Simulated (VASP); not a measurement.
A run of VASP 6.6.1:

The input INCAR:

```
SYSTEM = V
ALGO = Normal
EDIFF = 1E-7
ENCUT = 520
GGA = PS
ISIF = 2
ISMEAR = -1
ISPIN = 2
LASPH = .TRUE.
LCHARG = .FALSE.
LMAXMIX = 4
LORBIT = 11
LREAL = .FALSE.
LWAVE = .FALSE.
MAGMOM = 2
NBANDS = 16
NELM = 150
NUPDOWN = 2.0
PREC = Accurate
SIGMA = 0.05
```

KPOINTS

```
k-points
0
G
  10 10 10
  0 0 0
```

POSCAR

```
V
1.0
   -1.5143500000      1.5143500000      1.5143500000
    1.5143500000     -1.5143500000      1.5143500000
    1.5143500000      1.5143500000     -1.5143500000
V
1
Direct
    0.0000000000      0.0000000000      0.0000000000
```

Potentials or basis: VASP PAW PBE potentials, release 64 (V_sv).

The run is started by

```bash
$ cat potpaw_PBE.64/V_sv/POTCAR > POTCAR
$ mpirun -np 1 vasp_std > vasp.out
```

Hardware: 1 thread of Intel(R) Xeon(R) Platinum 8488C (Sapphire Rapids), with other jobs on the host.

Question: Estimate the wall time of this run.

Answer: Run time: 13 s on 1 thread of Intel(R) Xeon(R) Platinum 8488C (Sapphire Rapids), on a shared host, peak memory 0.13 GiB. Counts: scf iterations 14, k points 47.
